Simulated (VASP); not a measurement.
# MnPt3 (Pm-3m) in VASP: further runs

The runs below take MnPt3 through single point, with LDA.

Program: VASP 6.6.1. These are calculated values, not measurements. Logs are shortened: lines on timing, memory, paths and dates and some standing lists are left out, and cuts for length are marked.

### 1 The cell of the first run

It takes space group Pm-3m (No. 221, cubic). The conventional cell has a = 3.842 Å, b = 3.842 Å, c = 3.842 Å, α = 90.00°, β = 90.00°, γ = 90.00°. Within 3.6 Å of Mn (site symmetry m-3m) lie 12 Pt at 2.72 Å. Pt (site symmetry 4/mmm) has 4 Mn at 2.72 Å and 8 Pt at 2.72 Å within 3.6 Å.

### 2 Single point, LDA

The input, INCAR:

```
PREC = Accurate
ENCUT = 520
EDIFF = 1E-6
ISMEAR = 0
SIGMA = 0.05
LREAL = False
LASPH = True
NELM = 80
ALGO = Fast
ISIF = 2
LWAVE = False
LCHARG = False
NBANDS = 30
```

The input, KPOINTS:

```
regular mesh
0
Gamma
  10 10 10
```

The input, POSCAR:

```
MnPt3
1.0
    3.8422971783      0.0000000000      0.0000000000
    0.0000000000      3.8422971783      0.0000000000
    0.0000000000      0.0000000000      3.8422971783
Mn Pt
1 3
Direct
    0.0000000000      0.0000000000      0.0000000000
    0.0000000000      0.5000000000      0.5000000000
    0.5000000000      0.0000000000      0.5000000000
    0.5000000000      0.5000000000      0.0000000000
```

Potentials or basis: VASP PAW LDA potentials, release 64 (Mn_pv, Pt).

Command:

```console
$ cat potpaw_LDA.64/Mn_pv/POTCAR potpaw_LDA.64/Pt/POTCAR > POTCAR
$ mpirun -np 1 vasp_std > vasp.out
```

OUTCAR:

```text
PREC = Accurate
   ENCUT = 520
   EDIFF = 1E-6
   ISMEAR = 0
   LREAL = False
   LASPH = True
   NELM = 80
   ISIF = 2

 ion  position               nearest neighbor table
   1  0.000  0.000  0.000-   2 2.72   3 2.72   4 2.72   2 2.72   3 2.72   2 2.72   4 2.72   2 2.72
                             3 2.72   4 2.72   3 2.72   4 2.72
   2  0.000  0.500  0.500-   1 2.72   3 2.72   4 2.72   1 2.72   4 2.72   1 2.72   3 2.72   1 2.72
                             3 2.72   4 2.72   4 2.72   3 2.72
   3  0.500  0.000  0.500-   1 2.72   2 2.72   4 2.72   1 2.72   4 2.72   2 2.72   4 2.72   4 2.72
                             1 2.72   2 2.72   1 2.72   2 2.72
   4  0.500  0.500  0.000-   1 2.72   2 2.72   3 2.72   2 2.72   3 2.72   1 2.72   3 2.72   3 2.72
                             1 2.72   2 2.72   2 2.72   1 2.72

  LATTYP: Found a simple cubic cell.
 ALAT       =     3.8422971783

  Lattice vectors:

 A1 = (   3.8422971783,   0.0000000000,   0.0000000000)
 A2 = (   0.0000000000,   3.8422971783,   0.0000000000)
 A3 = (   0.0000000000,   0.0000000000,   3.8422971783)

Analysis of symmetry for initial positions (statically):
=====================================================================
 Subroutine PRICEL returns:
 Original cell was already a primitive cell.

 Routine SETGRP: Setting up the symmetry group for a
 simple cubic supercell.

 Subroutine GETGRP returns: Found 48 space group operations
 (whereof 48 operations were pure point group operations)
 out of a pool of 48 trial point group operations.

The static configuration has the point symmetry O_h .

Analysis of symmetry for dynamics (positions and initial velocities):
=====================================================================
 Subroutine PRICEL returns:
 Original cell was already a primitive cell.

 Routine SETGRP: Setting up the symmetry group for a
 simple cubic supercell.

 Subroutine GETGRP returns: Found 48 space group operations
 (whereof 48 operations were pure point group operations)
 out of a pool of 48 trial point group operations.

The dynamic configuration has the point symmetry O_h .

 Subroutine INISYM returns: Found 48 space group operations
 (whereof 48 operations are pure point group operations),
 and found     1 'primitive' translations

----------------------------------------------------------------------------------------

                                     Primitive cell

  volume of cell :      56.7248

  direct lattice vectors                    reciprocal lattice vectors
     3.842297178  0.000000000  0.000000000     0.260260972  0.000000000  0.000000000
     0.000000000  3.842297178  0.000000000     0.000000000  0.260260972  0.000000000
     0.000000000  0.000000000  3.842297178     0.000000000  0.000000000  0.260260972

  length of vectors
     3.842297178  3.842297178  3.842297178     0.260260972  0.260260972  0.260260972

  position of ions in fractional coordinates (direct lattice)
     0.000000000  0.000000000  0.000000000
     0.000000000  0.500000000  0.500000000
     0.500000000  0.000000000  0.500000000
     0.500000000  0.500000000  0.000000000

  ion indices of the primitive-cell ions
   primitive index   ion index
                 1           1
                 2           2
                 3           3
                 4           4

----------------------------------------------------------------------------------------

 KPOINTS: regular mesh

Automatic generation of k-mesh.
 Grid dimensions read from file:
 generate k-points for:   10   10   10

 Generating k-lattice:

  Cartesian coordinates                     Fractional coordinates (reciprocal lattice)
     0.026026097  0.000000000  0.000000000     0.100000000  0.000000000  0.000000000
     0.000000000  0.026026097  0.000000000     0.000000000  0.100000000  0.000000000
     0.000000000  0.000000000  0.026026097     0.000000000  0.000000000  0.100000000

  Length of vectors
     0.026026097  0.026026097  0.026026097

  Shift w.r.t. Gamma in fractional coordinates (k-lattice)
     0.000000000  0.000000000  0.000000000

 Subroutine IBZKPT returns following result:
 ===========================================

 Found     56 irreducible k-points:

 Following reciprocal coordinates:
            Coordinates               Weight
  0.000000  0.000000  0.000000      1.000000
  0.100000  0.000000  0.000000      6.000000
  0.200000  0.000000  0.000000      6.000000
  0.300000  0.000000  0.000000      6.000000
  0.400000  0.000000  0.000000      6.000000
  0.500000  0.000000  0.000000      3.000000
[... 16 lines left out ...]
  0.200000  0.100000  0.100000     24.000000
  0.300000  0.100000  0.100000     24.000000
 [... further k-points ...]
   k-points           NKPTS =     56   k-points in BZ     NKDIM =     56   number of bands    NBANDS=     30
   number of dos      NEDOS =    301   number of ions     NIONS =      4
   total plane-waves  NPLWV =  27000
   dimension x,y,z NGX =    30 NGY =   30 NGZ =   30
   dimension x,y,z NGXF=    60 NGYF=   60 NGZF=   60
   ions per type =               1   3
   NGX,Y,Z   is equivalent  to a cutoff of  12.98, 12.98, 12.98 a.u.
   NGXF,Y,Z  is equivalent  to a cutoff of  25.96, 25.96, 25.96 a.u.
 SYSTEM =  unknown system
   PREC   = accura    normal or accurate (medium, high low for compatibility)
   ISTART =      0    job   : 0-new  1-cont  2-samecut
   ICHARG =      2    charge: 1-file 2-atom 10-const
   ISPIN  =      1    spin polarized calculation?
   LNONCOLLINEAR =      F non collinear calculations
   LSORBIT =      F    spin-orbit coupling
   LASPH  =      T    aspherical Exc in radial PAW
   ENCUT  =  520.0 eV  38.22 Ry    6.18 a.u.   7.14  7.14  7.14*2*pi/ulx,y,z
   NELM   =     80;   NELMIN=  2; NELMDL= -5     # of ELM steps
   EDIFF  = 0.1E-05   stopping-criterion for ELM
   LREAL  =      F    real-space projection
   EDIFFG = 0.1E-04   stopping-criterion for IOM
   NSW    =      0    number of steps for IOM
   IBRION =     -1    ionic relax: 0-MD 1-quasi-New 2-CG
   NFREE  =      0    steps in history (QN), initial steepest desc. (CG)
   ISIF   =      2    stress and relaxation
   ISYM   =      2    0-nonsym 1-usesym 2-fastsym
   POTIM  = 0.5000    time-step for ionic-motion
   TEBEG  =    0.0;   TEEND  =   0.0 temperature during run
   PSTRESS=    0.0 pullay stress
   NELECT =      43.0000    total number of electrons
   NUPDOWN=      -1.0000    fix difference up-down
   EMIN   =  10.00;   EMAX   =-10.00  energy-range for DOS
   EFERMI =   0.00;   METHOD = LEGACY
   ISMEAR =     0;   SIGMA  =   0.05  broadening in eV -4-tet -1-fermi 0-gaus
   EFERMI_NEDOS =   21; number of points for ismear=-14 and -15
   IALGO  =     68    algorithm
   IMIX   =      4    mixing-type and parameters
     AMIX     =   0.40;   BMIX     =  1.00
     AMIX_MAG =   1.60;   BMIX_MAG =  1.00
  volume/ion in A,a.u.               =      14.18        95.70
  Fermi-wavevector in a.u.,A,eV,Ry     =   1.492703  2.820799 30.315982  2.228162
  Thomas-Fermi vector in A             =   2.605197
   LORBIT       =      0    0 simple, 1 ext, 2 COOP (PROOUT), +10 PAW based schemes
   GGA     = CA    functional components
   LHFCALC =     F    Hartree Fock is set to
   AEXX    =    0.0000 exact exchange contribution
   IVDW    =     0    specifies the selected vdW correction
   LEPSILON=     F    determine dielectric tensor
   LRPA    =     F    only Hartree local field effects (RPA)
 non-spin polarized calculation
 RMM-DIIS sequential band-by-band and
 Gauss-broadening in eV      SIGMA  =   0.05
  energy-cutoff  :      520.00
  volume of cell :       56.72
 maximum number of plane-waves:      1568
 NGX is ok and might be reduce to    30
   NGX = 15   NGY = 15   NGZ = 15

 number of electron      42.9999987 magnetization

 Free energy of the ion-electron system (eV)
  ---------------------------------------------------
  ext. energy  EPLUGINS =         0.00000000
  ---------------------------------------------------
  free energy    TOTEN  =       -32.55142035 eV

  energy without entropy =      -32.54364652  energy(sigma->0) =      -32.54753343

 E-fermi :  11.1311     XC(G=0): -13.7408

 val. band max:       11.1147226593   @ k =   0.2000   0.1000   0.1000
 cond. band min:      11.1499484176   @ k =   0.1000   0.1000   0.0000
 fundamental gap:      0.0352257583
 Fermi energy:        11.1311152659

 k-point     1 :       0.0000    0.0000    0.0000
  band No.  band energies     occupation
      1     -36.5176      2.00000
      2     -36.5176      2.00000
      3     -36.5176      2.00000
      4       0.8741      2.00000
      5       3.5420      2.00000
      6       4.4320      2.00000
[... 22 lines left out ...]
     29      19.9877      0.00000
     30      22.4236      0.00000

 k-point     2 :       0.1000    0.0000    0.0000
  band No.  band energies     occupation
      1     -36.5180      2.00000
      2     -36.5176      2.00000
      3     -36.5176      2.00000
      4       1.0094      2.00000
      5       3.6318      2.00000
      6       4.4689      2.00000
[... 22 lines left out ...]
     29      20.2521      0.00000
     30      22.4486      0.00000

 k-point     3 :       0.2000    0.0000    0.0000
  band No.  band energies     occupation
      1     -36.5192      2.00000
      2     -36.5178      2.00000
      3     -36.5178      2.00000
      4       1.4037      2.00000
      5       3.8843      2.00000
      6       4.5612      2.00000
[... 22 lines left out ...]
     29      20.1047      0.00000
     30      22.2689      0.00000

 k-point     4 :       0.3000    0.0000    0.0000
  band No.  band energies     occupation
      1     -36.5206      2.00000
      2     -36.5181      2.00000
      3     -36.5181      2.00000
      4       2.0143      2.00000
      5       4.2345      2.00000
      6       4.6540      2.00000
[... 616 lines left out ...]
     29      20.3233      0.00000
     30      21.4355      0.00000

 k-point    23 :       0.2000    0.1000    0.1000
  band No.  band energies     occupation
      1     -36.5194      2.00000
      2     -36.5183      2.00000
      3     -36.5181      2.00000
      4       1.6504      2.00000
      5       4.0552      2.00000
      6       4.6907      2.00000
[... 22 lines left out ...]
     29      20.1300      0.00000
     30      21.9421      0.00000

 k-point    24 :       0.3000    0.1000    0.1000
  band No.  band energies     occupation
      1     -36.5206      2.00000
      2     -36.5186      2.00000
      3     -36.5183      2.00000
      4       2.2378      2.00000
      5       4.4027      2.00000
      6       4.7862      2.00000
[... 22 lines left out ...]
     29      19.4592      0.00000
     30      21.9192      0.00000

 [... further k-points ...]

------------------------ aborting loop because EDIFF is reached ----------------------------------------

  FORCE on cell =-STRESS in cart. coord.  units (eV):
  Direction    XX          YY          ZZ          XY          YZ          ZX
  --------------------------------------------------------------------------------------
  -------------------------------------------------------------------------------------
  Total       -3.5491319     -3.5491319     -3.5491319     -0.0000000      0.0000000     -0.0000000
  in kB     -100.2443413   -100.2443413   -100.2443413     -0.0000000      0.0000000     -0.0000000
  external PRESSURE =    -100.2443413 kB  Pullay stress =       0.0000000 kB

 VOLUME and BASIS-vectors are now :
 -----------------------------------------------------------------------------
  energy-cutoff  :      520.00
  volume of cell :       56.72
      direct lattice vectors                 reciprocal lattice vectors
     3.842297178  0.000000000  0.000000000     0.260260972  0.000000000  0.000000000
     0.000000000  3.842297178  0.000000000     0.000000000  0.260260972  0.000000000
     0.000000000  0.000000000  3.842297178     0.000000000  0.000000000  0.260260972

 POSITION                                       TOTAL-FORCE (eV/Angst)
 -----------------------------------------------------------------------------------
      0.00000      0.00000      0.00000         0.000000      0.000000      0.000000
      0.00000      1.92115      1.92115         0.000000      0.000000      0.000000
      1.92115      0.00000      1.92115         0.000000      0.000000      0.000000
      1.92115      1.92115      0.00000         0.000000      0.000000      0.000000
 -----------------------------------------------------------------------------------
    total drift:                                0.000000      0.000000     -0.000000

  FREE ENERGIE OF THE ION-ELECTRON SYSTEM (eV)
  ---------------------------------------------------
  free  energy   TOTEN  =       -32.5514203470 eV

  energy  without entropy=      -32.5436465176  energy(sigma->0) =      -32.54753343
```

Run time: 2.8 min. Hardware: 1 thread of AMD EPYC 7R13, shared host; peak memory 0.18 GiB.

Results:

```yaml
Free_energy: -32.5514 eV
Pressure: -10.0 GPa
Band_gap_on_the_k_mesh: zero (an odd number of electrons rules out a gap without spin polarisation)
```

Caveat: the cell stands under tension; spin-orbit coupling is left out, which moves the levels of the heavy elements; the run has no spin polarisation, though such a crystal can be magnetic. Spin polarisation is off, so any magnetic state and its effect on volume and gap are missing.

### 3 Single point, LDA, collinear spin, ferromagnetic start (14.18 Å³/atom)

The input, INCAR:

```
SYSTEM = MnPt3
PREC = Accurate
ENCUT = 520
EDIFF = 1E-7
ISMEAR = 0
SIGMA = 0.05
LREAL = .FALSE.
LASPH = .TRUE.
NELM = 150
ALGO = Fast
ISIF = 2
LWAVE = .FALSE.
LCHARG = .FALSE.
ISPIN = 2
MAGMOM = 3.84 0 0 0
LORBIT = 11
LMAXMIX = 4
GGA = CA
NBANDS = 34
```

The input, KPOINTS:

```
regular mesh
0
G
  10 10 10
  0 0 0
```

POSCAR is that of step 2.

Potentials or basis: VASP PAW LDA potentials, release 64 (Mn_pv, Pt).

Command:

```console
$ cat potpaw_LDA.64/Mn_pv/POTCAR potpaw_LDA.64/Pt/POTCAR > POTCAR
$ mpirun -np 1 vasp_std > vasp.out
```

Run time: 6.4 min. Hardware: 1 thread of AMD EPYC 7R13, shared host; peak memory 0.24 GiB.

Results (log left out):

- Free energy: -33.4705 eV
- Pressure: 0.3 GPa
- Net moment: 4.10 μB per cell
- Site moments: Mn +3.52; Pt +0.14 μB
- Valence electrons inside the program's atomic spheres: Mn 11.59; Pt 9.46

Levels at points of the mesh, in eV from the Fermi level:
Spin up:
| k point | band 20 | band 21 | band 22 | band 23 | band 24 | band 25 | band 26 | band 27 |
| --- | --- | --- | --- | --- | --- | --- | --- | --- |
| (0.00, 0.00, 0.00) | -0.02 | 0.12 | 0.61 | 0.61 | 0.61 | 1.72 | 1.72 | 1.72 |
| (0.50, 0.00, 0.00) | -1.82 | -1.68 | -1.00 | -0.84 | -0.03 | 0.61 | 7.78 | 7.78 |
| (0.50, 0.50, 0.00) | -1.88 | -1.67 | -1.56 | -1.56 | 0.93 | 1.73 | 2.08 | 2.08 |
| (0.50, 0.50, 0.50) | -0.30 | -0.30 | -0.30 | -0.26 | -0.26 | 0.12 | 0.12 | 0.12 |
Spin down:
| k point | band 15 | band 16 | band 17 | band 18 | band 19 | band 20 | band 21 | band 22 | band 23 | band 24 |
| --- | --- | --- | --- | --- | --- | --- | --- | --- | --- | --- |
| (0.00, 0.00, 0.00) | -1.03 | 0.24 | 0.73 | 0.73 | 0.73 | 1.94 | 1.94 | 1.96 | 1.96 | 1.96 |
| (0.50, 0.00, 0.00) | -2.70 | -2.11 | -2.11 | -1.96 | -0.73 | 0.59 | 0.59 | 0.73 | 1.07 | 1.44 |
| (0.50, 0.50, 0.00) | -2.63 | -2.63 | -2.63 | -1.77 | -1.56 | -1.49 | 0.92 | 0.92 | 1.09 | 2.23 |
| (0.50, 0.50, 0.50) | -2.22 | -0.51 | -0.39 | -0.39 | -0.39 | 0.24 | 0.24 | 0.24 | 1.76 | 1.76 |

Caveat: spin-orbit coupling is left out, which moves the levels of the heavy elements.
